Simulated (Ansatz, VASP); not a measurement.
HfC in VASP and in Ansatz

Contents of INCAR:

```
PREC = Accurate
ENCUT = 600
EDIFF = 1E-7
ISMEAR = -1
SIGMA = 0.08
LREAL = False
LASPH = True
NELM = 80
ALGO = Normal
ISIF = 3
LWAVE = False
LCHARG = False
IBRION = 2
NSW = 60
EDIFFG = -0.005
```

File KPOINTS:

```
regular mesh
0
Gamma
  17 17 17
```

The input POSCAR:

```
HfC
1.0
    0.0000000000      2.1586006647      2.1586006647
    2.1586006647      0.0000000000      2.1586006647
    2.1586006647      2.1586006647      0.0000000000
Hf C
1 1
Direct
    0.0000000000      0.0000000000      0.0000000000
    0.5000000000      0.5000000000      0.5000000000
```

Input for Ansatz:

```yaml
crystal:
  lattice:
    - [0.0, 2.1586006647, 2.1586006647]
    - [2.1586006647, 0.0, 2.1586006647]
    - [2.1586006647, 2.1586006647, 0.0]
  atoms:
    - { symbol: Hf, position: [0.0, 0.0, 0.0] }
    - { symbol: C, position: [0.5, 0.5, 0.5] }
kpoints:
  mp_grid: { grid: [17, 17, 17] }
scf:
  occupations: { method: fermi_dirac, width: 0.08 }
  eigensolver: { kind: davidson }
hamiltonian:
  xc: lda
  pseudopotentials: { kind: paw }
output:
  forces: true
  stress: true
relax:
  f_tol: 0.005
  max_steps: 40
  cell: {}
```

Alike in both runs: task relaxation of cell and atoms; functional LDA; k mesh 17 × 17 × 17; occupations fermi-dirac, width 0.08 eV; no spin polarisation.

|  | VASP | Ansatz |
| --- | --- | --- |
| version | VASP 6.6.1 | Ansatz 0.2.0 |
| potentials or method | VASP PAW LDA potentials, release 64 (Hf_pv, C) | PAW with Ansatz's default frozen-core files, scalar-relativistic |
| plane-wave cutoff (eV) | 600 | 420 |
| valence electrons in the cell | 14 | 30 |

```tsv
	VASP	Ansatz	Ansatz less VASP
relaxed volume (Å³/atom)	11.98	11.95	-0.029
relaxed cell length with the largest relative difference (Å)	3.236	3.233	-0.0026
```

LDA's correlation is that of Perdew and Zunger in VASP and of Perdew and Wang (1992) in Ansatz. VASP's potentials hold 14 valence electrons a cell and Ansatz's 30, so a difference there can come from the potentials and not from the codes.

Spin-orbit coupling is off throughout. Noted on VASP's run: the volume moved by over 15 % at a fixed basis, so the end points are rough.
